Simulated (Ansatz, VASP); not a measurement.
**Two plane-wave programs on MgC6**

```
Mg C
1.0
     4.26469    0.00000    0.00000
    -2.13235    3.69333    0.00000
     0.00000    0.00000    7.93022
Mg C
1 6
Direct
  0.00000 0.00000 0.00000
  0.33332 0.00000 0.50000
  0.66668 0.00000 0.50000
  0.00000 0.33332 0.50000
  0.00000 0.66668 0.50000
  0.66668 0.66668 0.50000
  0.33332 0.33332 0.50000
```

Change from the starting cell: species swapped into the SmC6 type (P6/mmm, No. 191).

Alike in both runs: functional PBE; k mesh 12 × 12 × 6; occupations gaussian, width 0.1 eV; no spin polarisation.

Ansatz relaxed the structure, and its values are those at the end. VASP's run is a single point on that final structure, the one shown.

```csv
,VASP,Ansatz
version,VASP 6.6.1,Ansatz 0.2.0
potentials or method,"VASP PAW PBE potentials, release 64 (Mg_sv, C), cutoff 840 eV","scalar-relativistic, plane waves, PAW"
valence electrons in the cell,34,34
```

|  | VASP | Ansatz | Ansatz less VASP |
| --- | --- | --- | --- |
| gap on the k mesh at the Fermi level (eV) | none | none | - |
| pressure (GPa) | -0.1 | 0.0 | +0.07 |

A gap of «none» marks a metal or a gap that the smearing closes. With one functional, cell and mesh, what is left measures potentials, basis and numerics.
